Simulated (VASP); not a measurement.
A run of VASP 6.6.1:

The input INCAR:

```
AGGAC    = 1.0          
AGGAX    = 1.0          
ALDAC    = 0.0          
ALDAX    = 1.0          
ALGO     = Normal         # electronic algorithm
EDIFF    = 1E-7           # SCF threshold, eV
ENCUT    = 520            # plane-wave cutoff, eV
GGA      = B5             # functional
ISIF     = 2              # what is computed and relaxed
ISMEAR   = -1             # smearing method
LASPH    = T              # aspherical terms in the spheres
LCHARG   = F              # write CHGCAR
LREAL    = F              # projectors in reciprocal space
LWAVE    = F              # write WAVECAR
NBANDS   = 30             # bands
NELM     = 80             # most SCF steps
PREC     = Accurate       # precision mode
SIGMA    = 0.1            # smearing width, eV
```

KPOINTS

```
k-points
0
Gamma
  9 9 13
```

Contents of POSCAR:

```
Rh
1.0
    4.2327202420      0.0000000000      0.0000000000
   -2.1163601210      3.6656432567      0.0000000000
    0.0000000000      0.0000000000      2.5999760127
Rh
3
Direct
    0.0000000000      0.0000000000      0.0000000000
    0.3333333333      0.6666666667      0.5000000000
    0.6666666667      0.3333333333      0.5000000000
```

Potentials or basis: VASP PAW PBE potentials, release 64 (Rh_pv).

Launch:

```bash
$ cat potpaw_PBE.64/Rh_pv/POTCAR > POTCAR
$ mpirun -np 1 vasp_std > vasp.out
```

Hardware: 1 thread of Intel(R) Xeon(R) 6975P-C (Granite Rapids) (shared host).

Problem. Estimate the wall time of this run.

Solution. Wall time 37 s on 1 thread of Intel(R) Xeon(R) 6975P-C (Granite Rapids) (shared host), peak memory 0.2 GiB. Counts: scf iterations 16, k points 84.
